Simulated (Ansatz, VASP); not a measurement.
CsCl: VASP beside Ansatz

Contents of INCAR:

```
SYSTEM = CsCl
PREC = Accurate
ENCUT = 500
EDIFF = 1E-6
ISMEAR = 0
SIGMA = 0.01
LREAL = .FALSE.
LASPH = .TRUE.
NELM = 120
ALGO = Normal
ISIF = 2
LWAVE = .FALSE.
LCHARG = .FALSE.
GGA = PE
NBANDS = 15
GGA_COMPAT = .FALSE.
```

Contents of KPOINTS:

```
regular mesh
0
G
  6 6 6
  0 0 0
```

POSCAR

```
CsCl
1.0
    4.1406758860      0.0000000000      0.0000000000
    0.0000000000      4.1406758860      0.0000000000
    0.0000000000      0.0000000000      4.1406758860
Cs Cl
1 1
Direct
    0.0000000000      0.0000000000      0.0000000000
    0.5000000000      0.5000000000      0.5000000000
```

Input for Ansatz:

```yaml
crystal:
  lattice:
    - [4.140675886, 0.0, 0.0]
    - [0.0, 4.140675886, 0.0]
    - [0.0, 0.0, 4.140675886]
  atoms:
    - { symbol: Cs, position: [0.0, 0.0, 0.0] }
    - { symbol: Cl, position: [0.5, 0.5, 0.5] }
kpoints:
  mp_grid: { grid: [6, 6, 6] }
  band_path:
    path: [[0.0, 0.0, 0.0], [0.0, 0.5, 0.0], [0.5, 0.5, 0.0], [0.5, 0.5, 0.5]]
    npoints: 1
hamiltonian:
  xc: pbe
scf:
  occupations: { method: fixed }
  n_extra_bands: 4
output:
  forces: true
  stress: true
  eigenvalues: true
```

Alike in both runs: task single point; functional PBE; k mesh 6 × 6 × 6; no spin polarisation.

|  | VASP | Ansatz |
| --- | --- | --- |
| version | VASP 6.6.1 | Ansatz 0.2.0 |
| potentials or method | VASP PAW PBE potentials, release 64 (Cs_sv, Cl) | plane waves, PAW |
| plane-wave cutoff (eV) | 500 | 420 |
| occupations | gaussian, width 0.01 eV | fixed |
| valence electrons in the cell | 16 | 16 |

Ansatz gave:

* gap on the k mesh at the Fermi level (eV): 5.21
* pressure (GPa): 0.8

Q: Estimate VASP's values.

A: gap on the k mesh at the Fermi level (eV): 5.20; pressure (GPa): 0.8.

Spin-orbit coupling is off throughout.
